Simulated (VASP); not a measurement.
# ZnSe (Pm-3m) in VASP: notebook

Aim: see how the results for ZnSe move with the level of theory and the settings. Levels: PBE, r2SCAN. Tasks: single point.

All numbers are computed with VASP 6.6.1; they aren't measurements. Logs are shortened: lines on timing, memory, paths and dates and some standing lists are left out, and cuts for length are marked.

## 1. The cell of the first run

The structure is cubic, space group Pm-3m (No. 221). The conventional cell has a = 3.325 Å, b = 3.325 Å, c = 3.325 Å, α = 90.00°, β = 90.00°, γ = 90.00°. Zn (site symmetry m-3m) has 8 Se at 2.88 Å and 6 Zn at 3.33 Å within 3.8 Å. Se (site symmetry m-3m) has 8 Zn at 2.88 Å and 6 Se at 3.33 Å within 3.8 Å.

## 2. Single point, PBE

INCAR

```
SYSTEM = ZnSe
ALGO = Normal
EDIFF = 1E-6
ENCUT = 500
GGA = PE
GGA_COMPAT = .False.
ISIF = 2
ISMEAR = -1
LASPH = .True.
LCHARG = .False.
LREAL = .False.
LWAVE = .False.
NBANDS = 16
NELM = 120
PREC = Accurate
SIGMA = 0.02
```

KPOINTS

```
k-points
0
Gamma
  6 6 6
  0 0 0
```

POSCAR

```
ZnSe
1.0
    3.3251530431      0.0000000000      0.0000000000
    0.0000000000      3.3251530431      0.0000000000
    0.0000000000      0.0000000000      3.3251530431
Zn Se
1 1
Direct
    0.0000000000      0.0000000000      0.0000000000
    0.5000000000      0.5000000000      0.5000000000
```

Potentials or basis: VASP PAW PBE potentials, release 64 (Zn, Se).

Run with:

```bash
cat potpaw_PBE.64/Zn/POTCAR potpaw_PBE.64/Se/POTCAR > POTCAR
mpirun -np 1 vasp_std > vasp.out
```

OUTCAR:

```text
SYSTEM = ZnSe
   EDIFF = 1E-6
   ENCUT = 500
   GGA = PE
   ISIF = 2
   ISMEAR = -1
   LASPH = .True.
   LREAL = .False.
   NELM = 120
   PREC = Accurate

 ion  position               nearest neighbor table
   1  0.000  0.000  0.000-   2 2.88   2 2.88   2 2.88   2 2.88   2 2.88   2 2.88   2 2.88   2 2.88

   2  0.500  0.500  0.500-   1 2.88   1 2.88   1 2.88   1 2.88   1 2.88   1 2.88   1 2.88   1 2.88

  LATTYP: Found a simple cubic cell.
 ALAT       =     3.3251530431

  Lattice vectors:

 A1 = (   3.3251530431,   0.0000000000,   0.0000000000)
 A2 = (   0.0000000000,   3.3251530431,   0.0000000000)
 A3 = (   0.0000000000,   0.0000000000,   3.3251530431)

Analysis of symmetry for initial positions (statically):
=====================================================================
 Subroutine PRICEL returns:
 Original cell was already a primitive cell.

 Routine SETGRP: Setting up the symmetry group for a
 simple cubic supercell.

 Subroutine GETGRP returns: Found 48 space group operations
 (whereof 48 operations were pure point group operations)
 out of a pool of 48 trial point group operations.

The static configuration has the point symmetry O_h .

Analysis of symmetry for dynamics (positions and initial velocities):
=====================================================================
 Subroutine PRICEL returns:
 Original cell was already a primitive cell.

 Routine SETGRP: Setting up the symmetry group for a
 simple cubic supercell.

 Subroutine GETGRP returns: Found 48 space group operations
 (whereof 48 operations were pure point group operations)
 out of a pool of 48 trial point group operations.

The dynamic configuration has the point symmetry O_h .

 Subroutine INISYM returns: Found 48 space group operations
 (whereof 48 operations are pure point group operations),
 and found     1 'primitive' translations

----------------------------------------------------------------------------------------

                                     Primitive cell

  volume of cell :      36.7650

  direct lattice vectors                    reciprocal lattice vectors
     3.325153043  0.000000000  0.000000000     0.300738037  0.000000000  0.000000000
     0.000000000  3.325153043  0.000000000     0.000000000  0.300738037  0.000000000
     0.000000000  0.000000000  3.325153043     0.000000000  0.000000000  0.300738037

  length of vectors
     3.325153043  3.325153043  3.325153043     0.300738037  0.300738037  0.300738037

  position of ions in fractional coordinates (direct lattice)
     0.000000000  0.000000000  0.000000000
     0.500000000  0.500000000  0.500000000

  ion indices of the primitive-cell ions
   primitive index   ion index
                 1           1
                 2           2

----------------------------------------------------------------------------------------

 KPOINTS: k-points

Automatic generation of k-mesh.
 Grid dimensions read from file:
 generate k-points for:    6    6    6

 Generating k-lattice:

  Cartesian coordinates                     Fractional coordinates (reciprocal lattice)
     0.050123006  0.000000000  0.000000000     0.166666667  0.000000000  0.000000000
     0.000000000  0.050123006  0.000000000     0.000000000  0.166666667  0.000000000
     0.000000000  0.000000000  0.050123006     0.000000000  0.000000000  0.166666667

  Length of vectors
     0.050123006  0.050123006  0.050123006

  Shift w.r.t. Gamma in fractional coordinates (k-lattice)
     0.000000000  0.000000000  0.000000000

 Subroutine IBZKPT returns following result:
 ===========================================

 Found     20 irreducible k-points:

 Following reciprocal coordinates:
            Coordinates               Weight
  0.000000  0.000000  0.000000      1.000000
  0.166667  0.000000  0.000000      6.000000
  0.333333  0.000000  0.000000      6.000000
  0.500000  0.000000  0.000000      3.000000
  0.166667  0.166667  0.000000     12.000000
  0.333333  0.166667  0.000000     24.000000
[... 12 lines left out ...]
  0.500000  0.500000  0.333333      6.000000
  0.500000  0.500000  0.500000      1.000000
   k-points           NKPTS =     20   k-points in BZ     NKDIM =     20   number of bands    NBANDS=     16
   number of dos      NEDOS =    301   number of ions     NIONS =      2
   total plane-waves  NPLWV =  13824
   dimension x,y,z NGX =    24 NGY =   24 NGZ =   24
   dimension x,y,z NGXF=    48 NGYF=   48 NGZF=   48
   ions per type =               1   1
   NGX,Y,Z   is equivalent  to a cutoff of  12.00, 12.00, 12.00 a.u.
   NGXF,Y,Z  is equivalent  to a cutoff of  24.00, 24.00, 24.00 a.u.
 SYSTEM =  ZnSe
   PREC   = accura    normal or accurate (medium, high low for compatibility)
   ISTART =      0    job   : 0-new  1-cont  2-samecut
   ICHARG =      2    charge: 1-file 2-atom 10-const
   ISPIN  =      1    spin polarized calculation?
   LNONCOLLINEAR =      F non collinear calculations
   LSORBIT =      F    spin-orbit coupling
   LASPH  =      T    aspherical Exc in radial PAW
   ENCUT  =  500.0 eV  36.75 Ry    6.06 a.u.   6.06  6.06  6.06*2*pi/ulx,y,z
   NELM   =    120;   NELMIN=  2; NELMDL= -5     # of ELM steps
   EDIFF  = 0.1E-05   stopping-criterion for ELM
   LREAL  =      F    real-space projection
   EDIFFG = 0.1E-04   stopping-criterion for IOM
   NSW    =      0    number of steps for IOM
   IBRION =     -1    ionic relax: 0-MD 1-quasi-New 2-CG
   NFREE  =      0    steps in history (QN), initial steepest desc. (CG)
   ISIF   =      2    stress and relaxation
   ISYM   =      2    0-nonsym 1-usesym 2-fastsym
   POTIM  = 0.5000    time-step for ionic-motion
   TEBEG  =    0.0;   TEEND  =   0.0 temperature during run
   PSTRESS=    0.0 pullay stress
   NELECT =      18.0000    total number of electrons
   NUPDOWN=      -1.0000    fix difference up-down
   EMIN   =  10.00;   EMAX   =-10.00  energy-range for DOS
   EFERMI =   0.00;   METHOD = LEGACY
   ISMEAR =    -1;   SIGMA  =   0.02  broadening in eV -4-tet -1-fermi 0-gaus
   EFERMI_NEDOS =   21; number of points for ismear=-14 and -15
   IALGO  =     38    algorithm
   IMIX   =      4    mixing-type and parameters
     AMIX     =   0.40;   BMIX     =  1.00
     AMIX_MAG =   1.60;   BMIX_MAG =  1.00
  volume/ion in A,a.u.               =      18.38       124.05
  Fermi-wavevector in a.u.,A,eV,Ry     =   1.290290  2.438295 22.651639  1.664849
  Thomas-Fermi vector in A             =   2.422131
   LORBIT       =      0    0 simple, 1 ext, 2 COOP (PROOUT), +10 PAW based schemes
   GGA     = PE    functional components
   LHFCALC =     F    Hartree Fock is set to
   AEXX    =    0.0000 exact exchange contribution
   IVDW    =     0    specifies the selected vdW correction
   LEPSILON=     F    determine dielectric tensor
   LRPA    =     F    only Hartree local field effects (RPA)
 non-spin polarized calculation
  energy-cutoff  :      500.00
  volume of cell :       36.77
 maximum number of plane-waves:       968
   NGX = 13   NGY = 13   NGZ = 13

 number of electron      17.9999961 magnetization

 Free energy of the ion-electron system (eV)
  ---------------------------------------------------
  ext. energy  EPLUGINS =         0.00000000
  ---------------------------------------------------
  free energy    TOTEN  =        -4.37374395 eV

  energy without entropy =       -4.37105442  energy(sigma->0) =       -4.37239919

 E-fermi :   4.0794     XC(G=0): -10.8031

 val. band max:        4.0616696206   @ k =   0.3333   0.1667   0.0000
 cond. band min:       4.2498446549   @ k =   0.5000   0.3333   0.3333
 fundamental gap:      0.1881750344
 Fermi energy:         4.0794107465

 k-point     1 :       0.0000    0.0000    0.0000
  band No.  band energies     occupation
      1     -10.5467      2.00000
      2      -2.9816      2.00000
      3      -2.9816      2.00000
      4      -2.6807      2.00000
      5      -2.6807      2.00000
      6      -2.6807      2.00000
[... 8 lines left out ...]
     15      15.3215      0.00000
     16      19.6637      0.00000

 k-point     2 :       0.1667    0.0000    0.0000
  band No.  band energies     occupation
      1     -10.3015      2.00000
      2      -2.9697      2.00000
      3      -2.9681      2.00000
      4      -2.7293      2.00000
      5      -2.7293      2.00000
      6      -2.6774      2.00000
[... 8 lines left out ...]
     15      14.3255      0.00000
     16      19.0049      0.00000

 k-point     3 :       0.3333    0.0000    0.0000
  band No.  band energies     occupation
      1      -9.7017      2.00000
      2      -3.1975      2.00000
      3      -2.9459      2.00000
      4      -2.8205      2.00000
      5      -2.8205      2.00000
      6      -2.6708      2.00000
[... 8 lines left out ...]
     15      16.0948      0.00000
     16      17.0998      0.00000

 k-point     4 :       0.5000    0.0000    0.0000
  band No.  band energies     occupation
      1      -9.3104      2.00000
      2      -3.7303      2.00000
      3      -2.9339      2.00000
      4      -2.8635      2.00000
      5      -2.8635      2.00000
      6      -2.6674      2.00000
[... 8 lines left out ...]
     15      14.7280      0.00000
     16      20.6702      0.00000
[... 248 lines left out ...]
 k-point    18 :       0.5000    0.3333    0.3333
  band No.  band energies     occupation
      1      -8.0410      2.00000
      2      -3.1590      2.00000
      3      -3.1326      2.00000
      4      -2.8103      2.00000
      5      -2.6713      2.00000
      6      -2.6128      2.00000
[... 8 lines left out ...]
     15      18.8815      0.00000
     16      20.5988      0.00000

 k-point    19 :       0.5000    0.5000    0.3333
  band No.  band energies     occupation
      1      -7.7603      2.00000
      2      -3.1923      2.00000
      3      -3.1923      2.00000
      4      -3.0170      2.00000
      5      -2.6398      2.00000
      6      -2.5612      2.00000
[... 8 lines left out ...]
     15      21.7725      0.00000
     16      21.7725      0.00000

 k-point    20 :       0.5000    0.5000    0.5000
  band No.  band energies     occupation
      1      -7.4575      2.00000
      2      -3.2807      2.00000
      3      -3.2807      2.00000
      4      -3.2807      2.00000
      5      -2.5598      2.00000
      6      -2.5598      2.00000
[... 8 lines left out ...]
     15      23.3810      0.00000
     16      23.3810      0.00000

------------------------ aborting loop because EDIFF is reached ----------------------------------------

  FORCE on cell =-STRESS in cart. coord.  units (eV):
  Direction    XX          YY          ZZ          XY          YZ          ZX
  --------------------------------------------------------------------------------------
  -------------------------------------------------------------------------------------
  Total        0.2802468      0.2802468      0.2802468      0.0000000      0.0000000     -0.0000000
  in kB       12.2128323     12.2128323     12.2128323      0.0000000      0.0000000     -0.0000000
  external PRESSURE =      12.2128323 kB  Pullay stress =       0.0000000 kB

 VOLUME and BASIS-vectors are now :
 -----------------------------------------------------------------------------
  energy-cutoff  :      500.00
  volume of cell :       36.77
      direct lattice vectors                 reciprocal lattice vectors
     3.325153043  0.000000000  0.000000000     0.300738037  0.000000000  0.000000000
     0.000000000  3.325153043  0.000000000     0.000000000  0.300738037  0.000000000
     0.000000000  0.000000000  3.325153043     0.000000000  0.000000000  0.300738037

 POSITION                                       TOTAL-FORCE (eV/Angst)
 -----------------------------------------------------------------------------------
      0.00000      0.00000      0.00000         0.000000      0.000000      0.000000
      1.66258      1.66258      1.66258         0.000000      0.000000      0.000000
 -----------------------------------------------------------------------------------
    total drift:                                0.000000      0.000000      0.000000

  FREE ENERGIE OF THE ION-ELECTRON SYSTEM (eV)
  ---------------------------------------------------
  free  energy   TOTEN  =        -4.3737439519 eV

  energy  without entropy=       -4.3710544231  energy(sigma->0) =       -4.37239919
```

It took 3.4 s on 1 thread of Intel Xeon 6975P-C (Granite Rapids), shared host; peak memory 0.13 GiB.

What came out:

- Free energy: -4.3737 eV
- Pressure: 1.2 GPa
- Band gap on the k mesh: zero (band 9 reaches 4.43 eV, above the bottom of band 10 at 2.90 eV)

Levels at points of the mesh, in eV from the Fermi level:
| k point | band 7 | band 8 | band 9 | band 10 | band 11 | band 12 |
| --- | --- | --- | --- | --- | --- | --- |
| (0.00, 0.00, 0.00) | -1.19 | -1.19 | -1.19 | -1.18 | 5.82 | 5.82 |
| (0.50, 0.00, 0.00) | -6.23 | 0.26 | 0.26 | 3.28 | 4.35 | 6.63 |
| (0.50, 0.50, 0.00) | -5.18 | -5.18 | -2.10 | 0.68 | 7.93 | 7.93 |
| (0.50, 0.50, 0.50) | -2.71 | -2.71 | -2.71 | 1.06 | 1.06 | 1.06 |

## 3. Single point, r2SCAN

POSCAR is that of step 2.

INCAR.step1

```
ALGO = Normal
EDIFF = 1E-5
ENCUT = 550
GGA = PE
GGA_COMPAT = F
ISMEAR = -1
LASPH = T
LCHARG = F
LREAL = F
LWAVE = T
NBANDS = 16
NELM = 120
PREC = Accurate
SIGMA = 0.02
```

INCAR.step2

```
ALGO = Normal
EDIFF = 1E-6
ENCUT = 550
GGA_COMPAT = F
ISIF = 2
ISMEAR = -1
ISTART = 1
LASPH = T
LCHARG = F
LMIXTAU = T
LREAL = F
LWAVE = F
METAGGA = R2SCAN
NBANDS = 16
NELM = 120
PREC = Accurate
SIGMA = 0.02
```

KPOINTS

```
k-points
0
Gamma
  6 6 6
```

Potentials or basis: VASP PAW PBE potentials, release 64 (Zn, Se).

Run with:

```bash
cat potpaw_PBE.64/Zn/POTCAR potpaw_PBE.64/Se/POTCAR > POTCAR
cp INCAR.step1 INCAR
mpirun -np 1 vasp_std > vasp.out
cp INCAR.step2 INCAR
mpirun -np 1 vasp_std > vasp.out
```

OUTCAR:

```text
EDIFF = 1E-6
   ENCUT = 550
   ISIF = 2
   ISMEAR = -1
   ISTART = 1
   LASPH = T
   LREAL = F
   METAGGA = R2SCAN
   NELM = 120
   PREC = Accurate

 ion  position               nearest neighbor table
   1  0.000  0.000  0.000-   2 2.88   2 2.88   2 2.88   2 2.88   2 2.88   2 2.88   2 2.88   2 2.88

   2  0.500  0.500  0.500-   1 2.88   1 2.88   1 2.88   1 2.88   1 2.88   1 2.88   1 2.88   1 2.88

  LATTYP: Found a simple cubic cell.
 ALAT       =     3.3251530431

  Lattice vectors:

 A1 = (   3.3251530431,   0.0000000000,   0.0000000000)
 A2 = (   0.0000000000,   3.3251530431,   0.0000000000)
 A3 = (   0.0000000000,   0.0000000000,   3.3251530431)

Analysis of symmetry for initial positions (statically):
=====================================================================
 Subroutine PRICEL returns:
 Original cell was already a primitive cell.

 Routine SETGRP: Setting up the symmetry group for a
 simple cubic supercell.

 Subroutine GETGRP returns: Found 48 space group operations
 (whereof 48 operations were pure point group operations)
 out of a pool of 48 trial point group operations.

[... 156 lines left out ...]

 E-fermi :   3.8714     XC(G=0): -11.4016

 val. band max:        3.8369688258   @ k =   0.3333   0.1667   0.0000
 cond. band min:       4.1149452945   @ k =   0.5000   0.0000   0.0000
 fundamental gap:      0.2779764687
 Fermi energy:         3.8714061854

 k-point     1 :       0.0000    0.0000    0.0000
  band No.  band energies     occupation
      1     -11.2606      2.00000
      2      -3.4882      2.00000
      3      -3.4882      2.00000
      4      -3.2092      2.00000
      5      -3.2092      2.00000
      6      -3.2092      2.00000
[... 357 lines left out ...]
      3      -3.8018      2.00000
      4      -3.8018      2.00000
      5      -3.0887      2.00000
      6      -3.0887      2.00000
[... 8 lines left out ...]
     15      24.5275      0.00000
     16      24.5275      0.00000

------------------------ aborting loop because EDIFF is reached ----------------------------------------

  FORCE on cell =-STRESS in cart. coord.  units (eV):
  Direction    XX          YY          ZZ          XY          YZ          ZX
  --------------------------------------------------------------------------------------
  -------------------------------------------------------------------------------------
  Total       -0.0429716     -0.0429716     -0.0429716     -0.0000000     -0.0000000      0.0000000
  in kB       -1.8726544     -1.8726544     -1.8726544     -0.0000000     -0.0000000      0.0000000
  external PRESSURE =      -1.8726544 kB  Pullay stress =       0.0000000 kB

 VOLUME and BASIS-vectors are now :
 -----------------------------------------------------------------------------
  energy-cutoff  :      550.00
  volume of cell :       36.77
      direct lattice vectors                 reciprocal lattice vectors
     3.325153043  0.000000000  0.000000000     0.300738037  0.000000000  0.000000000
     0.000000000  3.325153043  0.000000000     0.000000000  0.300738037  0.000000000
     0.000000000  0.000000000  3.325153043     0.000000000  0.000000000  0.300738037

 POSITION                                       TOTAL-FORCE (eV/Angst)
 -----------------------------------------------------------------------------------
      0.00000      0.00000      0.00000         0.000000      0.000000      0.000000
      1.66258      1.66258      1.66258         0.000000      0.000000      0.000000
 -----------------------------------------------------------------------------------
    total drift:                               -0.000000      0.000000     -0.000000

  FREE ENERGIE OF THE ION-ELECTRON SYSTEM (eV)
  ---------------------------------------------------
  free  energy   TOTEN  =       -22.9371128157 eV

  energy  without entropy=      -22.9334207188  energy(sigma->0) =      -22.93526677
```

OSZICAR.step1:

```text
N       E                     dE             d eps       ncg     rms          rms(c)
DAV:   1     0.875393269746E+02    0.87539E+02   -0.91519E+03   640   0.144E+03
DAV:   2     0.202195680634E+00   -0.87337E+02   -0.82073E+02   760   0.272E+02
DAV:   3    -0.460062710909E+01   -0.48028E+01   -0.47833E+01   752   0.577E+01
DAV:   4    -0.463142081905E+01   -0.30794E-01   -0.30790E-01   808   0.494E+00
DAV:   5    -0.463153810299E+01   -0.11728E-03   -0.11728E-03   768   0.289E-01    0.424E+00
DAV:   6    -0.438804652367E+01    0.24349E+00   -0.49366E-01   808   0.210E+01    0.316E+00
DAV:   7    -0.437756923162E+01    0.10477E-01   -0.74006E-02   728   0.445E+00    0.155E+00
DAV:   8    -0.437388059024E+01    0.36886E-02   -0.68944E-03   800   0.907E-01    0.304E-01
DAV:   9    -0.437378344318E+01    0.97147E-04   -0.64771E-04   856   0.272E-01    0.513E-02
DAV:  10    -0.437380642116E+01   -0.22978E-04   -0.67579E-05   720   0.639E-02    0.940E-03
DAV:  11    -0.437380674477E+01   -0.32361E-06   -0.32048E-06   400   0.247E-02
   1 F= -.43738067E+01 E0= -.43724620E+01  d E =-.268953E-02
```

Run time: 27 s. Hardware: 1 thread of Intel Xeon 6975P-C (Granite Rapids), shared host; peak memory 0.17 GiB.

What came out:

```
Free energy            : -22.9371 eV
Pressure               : -0.2 GPa
Band gap on the k mesh : zero (band 9 reaches 4.22 eV, above the bottom of band 10 at 3.18 eV)
```

Caveat: the PAW data sets were made with another functional, which shifts forces and pressure a little.

(Continued in part 2 of 2.)
